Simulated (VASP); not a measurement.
# MgO (Fm-3m) in VASP: settings compared

MgO is run at these levels: HF, PBEsol; tasks: single point, relaxation of cell and atoms.

Program: VASP 6.6.1. These are calculated values, not measurements. Logs are shortened: lines on timing, memory, paths and dates and some standing lists are left out, and cuts for length are marked.

## 1. The cell of the first run

Symmetry: Fm-3m, No. 225, cubic system. Conventional cell: a = 4.184 Å, b = 4.184 Å, c = 4.184 Å, α = 90.00°, β = 90.00°, γ = 90.00°. Mg (site symmetry m-3m) has 6 O at 2.09 Å within 2.8 Å. Within 2.8 Å of O (site symmetry m-3m) lie 6 Mg at 2.09 Å.

## 2. Single point, HF

File POSCAR:

```
MgO
1.0
    0.0000000000      2.0918811604      2.0918811604
    2.0918811604      0.0000000000      2.0918811604
    2.0918811604      2.0918811604      0.0000000000
Mg O
1 1
Direct
    0.0000000000      0.0000000000      0.0000000000
    0.5000000000      0.5000000000      0.5000000000
```

File INCAR.step1:

```
  PREC = Accurate
  ENCUT = 520
  EDIFF = 1E-5
  ISMEAR = -1
  SIGMA = 0.05
  LREAL = False
  LASPH = True
  NELM = 80
  ALGO = Normal
  ISIF = 2
  LWAVE = True
  LCHARG = False
  NBANDS = 11
  GGA = PE
```

File INCAR.step2:

```
  PREC = Accurate
  ENCUT = 520
  EDIFF = 1E-7
  ISMEAR = -1
  SIGMA = 0.05
  LREAL = False
  LASPH = True
  NELM = 80
  ALGO = Normal
  ISIF = 2
  LWAVE = False
  LCHARG = False
  GGA = PE
  LHFCALC = True
  AEXX = 1.0
  ALDAC = 0.0
  AGGAC = 0.0
  PRECFOCK = Normal
  NBANDS = 11
  ISTART = 1
```

File KPOINTS:

```
Automatic mesh
0
Gamma
  6 6 6
```

Potentials or basis: VASP PAW PBE potentials, release 64 (Mg, O).

Launch:

```
$ cat potpaw_PBE.64/Mg/POTCAR potpaw_PBE.64/O/POTCAR > POTCAR
$ cp INCAR.step1 INCAR
$ mpirun -np 1 vasp_std > vasp.out
$ cp INCAR.step2 INCAR
$ mpirun -np 1 vasp_std > vasp.out
```

OUTCAR:

```text
PREC = Accurate
   ENCUT = 520
   EDIFF = 1E-7
   ISMEAR = -1
   LREAL = False
   LASPH = True
   NELM = 80
   ISIF = 2
   GGA = PE
   LHFCALC = True
   AEXX = 1.0
   PRECFOCK = Normal
   ISTART = 1

 ion  position               nearest neighbor table
   1  0.000  0.000  0.000-   2 2.09   2 2.09   2 2.09   2 2.09   2 2.09   2 2.09
   2  0.500  0.500  0.500-   1 2.09   1 2.09   1 2.09   1 2.09   1 2.09   1 2.09

  LATTYP: Found a face centered cubic cell.
 ALAT       =     4.1837623208

  Lattice vectors:

 A1 = (   0.0000000000,   2.0918811604,   2.0918811604)
 A2 = (   2.0918811604,   0.0000000000,   2.0918811604)
 A3 = (   2.0918811604,   2.0918811604,   0.0000000000)

Analysis of symmetry for initial positions (statically):
=====================================================================
 Subroutine PRICEL returns:
 Original cell was already a primitive cell.

 Routine SETGRP: Setting up the symmetry group for a
 face centered cubic supercell.

 Subroutine GETGRP returns: Found 48 space group operations
 (whereof 48 operations were pure point group operations)
 out of a pool of 48 trial point group operations.

The static configuration has the point symmetry O_h .

Analysis of symmetry for dynamics (positions and initial velocities):
=====================================================================
 Subroutine PRICEL returns:
 Original cell was already a primitive cell.

 Routine SETGRP: Setting up the symmetry group for a
 face centered cubic supercell.

 Subroutine GETGRP returns: Found 48 space group operations
 (whereof 48 operations were pure point group operations)
 out of a pool of 48 trial point group operations.

The dynamic configuration has the point symmetry O_h .

 Subroutine INISYM returns: Found 48 space group operations
 (whereof 48 operations are pure point group operations),
 and found     1 'primitive' translations

----------------------------------------------------------------------------------------

                                     Primitive cell

  volume of cell :      18.3080

  direct lattice vectors                    reciprocal lattice vectors
     0.000000000  2.091881160  2.091881160    -0.239019314  0.239019314  0.239019314
     2.091881160  0.000000000  2.091881160     0.239019314 -0.239019314  0.239019314
     2.091881160  2.091881160  0.000000000     0.239019314  0.239019314 -0.239019314

  length of vectors
     2.958366708  2.958366708  2.958366708     0.413993596  0.413993596  0.413993596

  position of ions in fractional coordinates (direct lattice)
     0.000000000  0.000000000  0.000000000
     0.500000000  0.500000000  0.500000000

  ion indices of the primitive-cell ions
   primitive index   ion index
                 1           1
                 2           2

----------------------------------------------------------------------------------------

 KPOINTS: Automatic mesh

Automatic generation of k-mesh.
 Grid dimensions read from file:
 generate k-points for:    6    6    6

 Generating k-lattice:

  Cartesian coordinates                     Fractional coordinates (reciprocal lattice)
    -0.039836552  0.039836552  0.039836552     0.166666667  0.000000000  0.000000000
     0.039836552 -0.039836552  0.039836552     0.000000000  0.166666667  0.000000000
     0.039836552  0.039836552 -0.039836552     0.000000000  0.000000000  0.166666667

  Length of vectors
     0.068998933  0.068998933  0.068998933

  Shift w.r.t. Gamma in fractional coordinates (k-lattice)
     0.000000000  0.000000000  0.000000000

 Subroutine IBZKPT returns following result:
 ===========================================

 Found     16 irreducible k-points:

 Following reciprocal coordinates:
            Coordinates               Weight
  0.000000  0.000000  0.000000      1.000000
  0.166667  0.000000  0.000000      8.000000
  0.333333  0.000000  0.000000      8.000000
  0.500000  0.000000  0.000000      4.000000
  0.166667  0.166667  0.000000      6.000000
  0.333333  0.166667  0.000000     24.000000
[... 8 lines left out ...]
 -0.333333  0.333333  0.166667     24.000000
 -0.333333  0.500000  0.166667     12.000000
   k-points           NKPTS =     16   k-points in BZ     NKDIM =    216   number of bands    NBANDS=     11
   number of dos      NEDOS =    301   number of ions     NIONS =      2
   total plane-waves  NPLWV =  13824
   dimension x,y,z NGX =    24 NGY =   24 NGZ =   24
   dimension x,y,z NGXF=    48 NGYF=   48 NGZF=   48
   ions per type =               1   1
   NGX,Y,Z   is equivalent  to a cutoff of  13.49, 13.49, 13.49 a.u.
   NGXF,Y,Z  is equivalent  to a cutoff of  26.97, 26.97, 26.97 a.u.
 SYSTEM =  unknown system
   PREC   = accura    normal or accurate (medium, high low for compatibility)
   ISTART =      1    job   : 0-new  1-cont  2-samecut
   ICHARG =      0    charge: 1-file 2-atom 10-const
   ISPIN  =      1    spin polarized calculation?
   LNONCOLLINEAR =      F non collinear calculations
   LSORBIT =      F    spin-orbit coupling
   LASPH  =      T    aspherical Exc in radial PAW
   ENCUT  =  520.0 eV  38.22 Ry    6.18 a.u.   5.50  5.50  5.50*2*pi/ulx,y,z
   NELM   =     80;   NELMIN=  2; NELMDL=  0     # of ELM steps
   EDIFF  = 0.1E-06   stopping-criterion for ELM
   LREAL  =      F    real-space projection
   EDIFFG = 0.1E-05   stopping-criterion for IOM
   NSW    =      0    number of steps for IOM
   IBRION =     -1    ionic relax: 0-MD 1-quasi-New 2-CG
   NFREE  =      0    steps in history (QN), initial steepest desc. (CG)
   ISIF   =      2    stress and relaxation
   ISYM   =      3    0-nonsym 1-usesym 2-fastsym
   POTIM  = 0.5000    time-step for ionic-motion
   TEBEG  =    0.0;   TEEND  =   0.0 temperature during run
   PSTRESS=    0.0 pullay stress
   NELECT =       8.0000    total number of electrons
   NUPDOWN=      -1.0000    fix difference up-down
   EMIN   =  10.00;   EMAX   =-10.00  energy-range for DOS
   EFERMI =   0.00;   METHOD = LEGACY
   ISMEAR =    -1;   SIGMA  =   0.05  broadening in eV -4-tet -1-fermi 0-gaus
   EFERMI_NEDOS =   21; number of points for ismear=-14 and -15
   IALGO  =     38    algorithm
   IMIX   =      1    mixing-type and parameters
     AMIX     =   0.40;   BMIX     =  1.00
     AMIX_MAG =   1.60;   BMIX_MAG =  1.00
  volume/ion in A,a.u.               =       9.15        61.77
  Fermi-wavevector in a.u.,A,eV,Ry     =   1.242294  2.347596 20.997804  1.543295
  Thomas-Fermi vector in A             =   2.376655
   LORBIT       =      0    0 simple, 1 ext, 2 COOP (PROOUT), +10 PAW based schemes
   GGA     = PE    functional components
   LHFCALC =     T    Hartree Fock is set to
   PRECFOCK=normal    Normal, Fast or Accurate (Low or Medium for compatibility)
   ENCUT4O =  -1.0   cutoff for four orbital integrals eV
   NKREDX  =     1    reduce k-point grid by
   NKREDY  =     1    reduce k-point grid by
   NKREDZ  =     1    reduce k-point grid by
   AEXX    =    1.0000 exact exchange contribution
   HFSCREEN=    0.0000 screening length (either q_TF or 0.3 A-1)
   HFSCREENC=   0.0000 screening length for correlation (either q_TF or 0.3 A-1)
   ENCUTFOCK=  -1.0 apply spherical cutoff to Coloumb kernel
   IVDW    =     0    specifies the selected vdW correction
   LEPSILON=     F    determine dielectric tensor
   LRPA    =     F    only Hartree local field effects (RPA)
 non-spin polarized calculation
  energy-cutoff  :      520.00
  volume of cell :       18.31
 maximum number of plane-waves:       531
 NGX is ok and might be reduce to    24
  NGX = 18; NGY = 18; NGZ = 18

 number of electron       8.0000003 magnetization

 Free energy of the ion-electron system (eV)
  ---------------------------------------------------
  ext. energy  EPLUGINS =         0.00000000
  ---------------------------------------------------
  free energy    TOTEN  =       -21.70837538 eV

  energy without entropy =      -21.70837538  energy(sigma->0) =      -21.70837538

 E-fermi :  -0.9924     XC(G=0):   0.0000

 val. band max:       -2.1364115264   @ k =   0.0000   0.0000   0.0000
 cond. band min:      13.6423126395   @ k =   0.0000   0.0000   0.0000
 fundamental gap:     15.7787241659
 Fermi energy:        -0.9924107571

 k-point     1 :       0.0000    0.0000    0.0000
  band No.  band energies     occupation
      1     -25.5152      2.00000
      2      -2.1364      2.00000
      3      -2.1364      2.00000
      4      -2.1364      2.00000
      5      13.6423      0.00000
      6      25.3114      0.00000
      7      25.3114      0.00000
      8      25.3114      0.00000
      9      29.5245      0.00000
     10      31.6743      0.00000
     11      31.6743      0.00000

 k-point     2 :       0.1667    0.0000    0.0000
  band No.  band energies     occupation
      1     -25.1700      2.00000
      2      -3.8349      2.00000
      3      -2.3690      2.00000
      4      -2.3690      2.00000
      5      15.1856      0.00000
      6      22.9334      0.00000
      7      26.0256      0.00000
      8      26.0256      0.00000
      9      30.3731      0.00000
     10      30.3731      0.00000
     11      32.7596      0.00000

 k-point     3 :       0.3333    0.0000    0.0000
  band No.  band energies     occupation
      1     -24.3996      2.00000
      2      -6.6237      2.00000
      3      -2.8070      2.00000
      4      -2.8070      2.00000
      5      16.7788      0.00000
      6      22.4299      0.00000
      7      26.3230      0.00000
      8      26.3230      0.00000
      9      31.3692      0.00000
     10      31.3692      0.00000
     11      31.9763      0.00000

 k-point     4 :       0.5000    0.0000    0.0000
  band No.  band energies     occupation
      1     -23.9617      2.00000
      2      -7.8763      2.00000
      3      -3.0136      2.00000
      4      -3.0136      2.00000
      5      16.8510      0.00000
      6      23.3655      0.00000
      7      26.0257      0.00000
      8      26.0257      0.00000
      9      31.3154      0.00000
     10      33.4882      0.00000
     11      33.4882      0.00000

 k-point     5 :       0.1667    0.1667    0.0000
  band No.  band energies     occupation
      1     -25.0637      2.00000
      2      -3.8994      2.00000
      3      -2.6454      2.00000
      4      -2.6454      2.00000
      5      15.7637      0.00000
      6      21.8741      0.00000
      7      26.5950      0.00000
      8      26.5950      0.00000
      9      27.6538      0.00000
     10      32.6188      0.00000
     11      34.8586      0.00000
[... 99 lines left out ...]
 k-point    13 :       0.5000    0.5000    0.0000
  band No.  band energies     occupation
      1     -23.6367      2.00000
      2      -7.2933      2.00000
      3      -3.9294      2.00000
      4      -3.9294      2.00000
      5      17.8111      0.00000
      6      19.2774      0.00000
      7      23.8654      0.00000
      8      30.2706      0.00000
      9      30.2706      0.00000
     10      36.7992      0.00000
     11      37.6122      0.00000

 k-point    14 :       0.5000    0.3333    0.1667
  band No.  band energies     occupation
      1     -23.9463      2.00000
      2      -6.5018      2.00000
      3      -4.4690      2.00000
      4      -3.4614      2.00000
      5      19.7995      0.00000
      6      20.3592      0.00000
      7      23.3159      0.00000
      8      27.7263      0.00000
      9      29.9953      0.00000
     10      33.6000      0.00000
     11      38.6396      0.00000

 k-point    15 :      -0.3333    0.3333    0.1667
  band No.  band energies     occupation
      1     -23.6768      2.00000
      2      -6.6066      2.00000
      3      -5.2220      2.00000
      4      -3.7751      2.00000
      5      20.0790      0.00000
      6      21.8866      0.00000
      7      22.5951      0.00000
      8      26.8379      0.00000
      9      31.2118      0.00000
     10      32.8716      0.00000
     11      39.1790      0.00000

 k-point    16 :      -0.3333    0.5000    0.1667
  band No.  band energies     occupation
      1     -23.5914      2.00000
      2      -6.6139      2.00000
      3      -4.9693      2.00000
      4      -4.2631      2.00000
      5      19.7366      0.00000
      6      21.0346      0.00000
      7      22.7733      0.00000
      8      27.0026      0.00000
      9      31.2894      0.00000
     10      35.3766      0.00000
     11      37.4099      0.00000

------------------------ aborting loop because EDIFF is reached ----------------------------------------

  FORCE on cell =-STRESS in cart. coord.  units (eV):
  Direction    XX          YY          ZZ          XY          YZ          ZX
  --------------------------------------------------------------------------------------
  -------------------------------------------------------------------------------------
  Total        0.1102147      0.1102147      0.1102147     -0.0000000     -0.0000000      0.0000000
  in kB        9.6451510      9.6451510      9.6451510     -0.0000000     -0.0000000      0.0000000
  external PRESSURE =       9.6451510 kB  Pullay stress =       0.0000000 kB

 VOLUME and BASIS-vectors are now :
 -----------------------------------------------------------------------------
  energy-cutoff  :      520.00
  volume of cell :       18.31
      direct lattice vectors                 reciprocal lattice vectors
     0.000000000  2.091881160  2.091881160    -0.239019314  0.239019314  0.239019314
     2.091881160  0.000000000  2.091881160     0.239019314 -0.239019314  0.239019314
     2.091881160  2.091881160  0.000000000     0.239019314  0.239019314 -0.239019314

 POSITION                                       TOTAL-FORCE (eV/Angst)
 -----------------------------------------------------------------------------------
      0.00000      0.00000      0.00000         0.000000      0.000000     -0.000000
      2.09188      2.09188      2.09188         0.000000      0.000000      0.000000
 -----------------------------------------------------------------------------------
    total drift:                                0.000000     -0.000000     -0.000000

  FREE ENERGIE OF THE ION-ELECTRON SYSTEM (eV)
  ---------------------------------------------------
  free  energy   TOTEN  =       -21.7083753775 eV

  energy  without entropy=      -21.7083753774  energy(sigma->0) =      -21.70837538
```

Run time: 15 min. Hardware: 1 thread of Intel Xeon Platinum 8375C at 2.90GHz (Ice Lake), shared host; peak memory 0.15 GiB.

What came out:

```
Free energy            : -21.7084 eV
Pressure               : 1.0 GPa
Band gap on the k mesh : 15.78 eV
```

Caveat: the k points lie up to 0.43 Å⁻¹ apart; the PAW data sets were made with another functional, which shifts forces and pressure a little.

## 3. Relaxation of cell and atoms, HF

This run uses another cell than the first one, of 9.22 Å³/atom.

File POSCAR:

```
MgO
1.0
    0.0000000000      2.0970013927      2.0970013927
    2.0970013927      0.0000000000      2.0970013927
    2.0970013927      2.0970013927      0.0000000000
Mg O
1 1
Direct
    0.0000000000      0.0000000000      0.0000000000
    0.5000000000      0.5000000000      0.5000000000
```

File INCAR.step1:

```
SYSTEM = MgO
  PREC = Accurate
  ENCUT = 600
  EDIFF = 1E-5
  ISMEAR = -1
  SIGMA = 0.05
  LREAL = .False.
  LASPH = .True.
  NELM = 60
  ALGO = Normal
  LWAVE = .True.
  LCHARG = .False.
  GGA = PE
  NBANDS = 11
```

File INCAR.step2:

```
SYSTEM = MgO
  PREC = Accurate
  ENCUT = 600
  EDIFF = 1E-6
  ISMEAR = -1
  SIGMA = 0.05
  LREAL = .False.
  LASPH = .True.
  NELM = 60
  ALGO = Normal
  ISIF = 3
  LWAVE = .False.
  LCHARG = .False.
  GGA = PE
  LHFCALC = .True.
  AEXX = 1.0
  ALDAC = 0.0
  AGGAC = 0.0
  PRECFOCK = Normal
  IBRION = 2
  NSW = 60
  EDIFFG = -0.01
  ISTART = 1
```

File KPOINTS:

```
Automatic mesh
0
Gamma
  6 6 6
  0 0 0
```

Potentials or basis: VASP PAW PBE potentials, release 64 (Mg, O).

Launch:

```
$ cat potpaw_PBE.64/Mg/POTCAR potpaw_PBE.64/O/POTCAR > POTCAR
$ cp INCAR.step1 INCAR
$ mpirun -np 1 vasp_std > vasp.out
$ cp INCAR.step2 INCAR
$ mpirun -np 1 vasp_std > vasp.out
```

It took 24 min on 1 thread of Intel Xeon Platinum 8375C at 2.90GHz (Ice Lake), shared host; peak memory 0.15 GiB.

Results (log left out):

```
Free energy                           : -21.7141 eV
Relaxed volume                        : 9.18 Å³/atom
Relaxed cell                          : a = 2.962 Å, b = 2.962 Å, c = 2.962 Å, α = 60.00°, β = 60.00°, γ = 60.00°
Space group after relaxing (to 0.1 Å) : Fm-3m (No. 225)
Energy gained by relaxing             : 0.1 meV/atom
Ionic steps                           : 3
Pressure after relaxing               : 0.0 GPa
Band gap on the k mesh                : 15.74 eV
```

The path:
```tsv
step	energy change (eV)	largest force (eV/Å)	pressure (GPa)	volume (Å³)
1	0.0000	0.0000	-0.82	18.44
2	-0.0001	0.0000	0.45	18.32
3	-0.0002	0.0000	0.02	18.37
```

Final structure:
```
Mg O
1.0
     0.00000    2.09417    2.09417
     2.09417    0.00000    2.09417
     2.09417    2.09417    0.00000
Mg O
1 1
Direct
  0.00000 0.00000 0.00000
  0.50000 0.50000 0.50000
```

Levels at points of the mesh, in eV from the valence-band top:
```
           k point  band 1  band 2  band 3  band 4  band 5  band 6  band 7  band 8
(0.00, 0.00, 0.00)  -23.36    0.00    0.00    0.00   15.74   27.42   27.42   27.42
(0.50, 0.00, 0.00)  -21.82   -5.72   -0.87   -0.87   18.96   25.45   28.12   28.12
(0.50, 0.50, 0.00)  -21.49   -5.14   -1.79   -1.79   19.94   21.37   25.95   32.34
```

Caveat: the k points lie up to 0.43 Å⁻¹ apart in the final cell; the PAW data sets were made with another functional, which shifts forces and pressure a little.

## 4. Single point, PBEsol

This run uses another cell than the first one, of 9.22 Å³/atom.

File INCAR:

```
PREC     = Accurate       # precision mode
ENCUT    = 520            # plane-wave cutoff, eV
EDIFF    = 1E-6           # SCF threshold, eV
ISMEAR   = -1             # smearing method
SIGMA    = 0.05           # smearing width, eV
LREAL    = F              # projectors in reciprocal space
LASPH    = T              # aspherical terms in the spheres
NELM     = 100            # most SCF steps
ALGO     = Normal         # electronic algorithm
ISIF     = 2              # what is computed and relaxed
LWAVE    = F              # write WAVECAR
LCHARG   = F              # write CHGCAR
GGA      = PS             # functional
NBANDS   = 11             # bands
```

File KPOINTS:

```
Automatic mesh
0
Gamma
  8 8 8
```

POSCAR is that of step 3.

Launch:

```
$ cat potpaw_PBE.64/Mg/POTCAR potpaw_PBE.64/O/POTCAR > POTCAR
$ mpirun -np 1 vasp_std > vasp.out
```

It took 5.8 s on 1 thread of Intel Xeon Platinum 8375C at 2.90GHz (Ice Lake), shared host; peak memory 0.13 GiB.

The run converged. Its results:

```
Free energy            : -12.5110 eV
Pressure               : 1.8 GPa
Band gap on the k mesh : 4.76 eV
```

Levels at points of the mesh, in eV from the valence-band top:
| k point | band 2 | band 3 | band 4 | band 5 | band 6 | band 7 |
| --- | --- | --- | --- | --- | --- | --- |
| (0.00, 0.00, 0.00) | 0.00 | 0.00 | 0.00 | 4.76 | 15.70 | 15.70 |
| (0.50, 0.00, 0.00) | -4.74 | -0.68 | -0.68 | 7.83 | 12.65 | 16.31 |
| (0.50, 0.50, 0.00) | -4.20 | -1.38 | -1.38 | 8.93 | 10.02 | 13.11 |

Caveat: the PAW data sets were made with another functional, which shifts forces and pressure a little.

## 5. Summary

| task | level | cell | k mesh | cutoff (eV) | grid for exact exchange (PRECFOCK) | share of exact exchange | gap on the mesh (eV) | pressure (GPa) |
| --- | --- | --- | --- | --- | --- | --- | --- | --- |
| single point | HF | a = 2.958 Å, angles 60.0°, 2 atoms | 6 × 6 × 6 | 520 | Normal | 1 | 15.78 | 1.0 |
| relaxation of cell and atoms | HF | relaxed from a = 2.966 Å, angles 60.0°, 2 atoms | 6 × 6 × 6 | 600 | Normal | 1 | 15.74 | 0.0 |
| single point | PBEsol | a = 2.966 Å, angles 60.0°, 2 atoms | 8 × 8 × 8 | 520 | - | - | 4.76 | 1.8 |

Alike in all rows: potentials or basis VASP PAW PBE potentials, release 64 (Mg, O); no spin polarisation; smearing fermi-dirac 0.05 eV.

Caveats: some runs use coarse meshes; the PAW data sets were made with another functional, which shifts forces and pressure a little.

Total energies depend on the potentials used, so only differences within one code and one set of settings carry meaning.
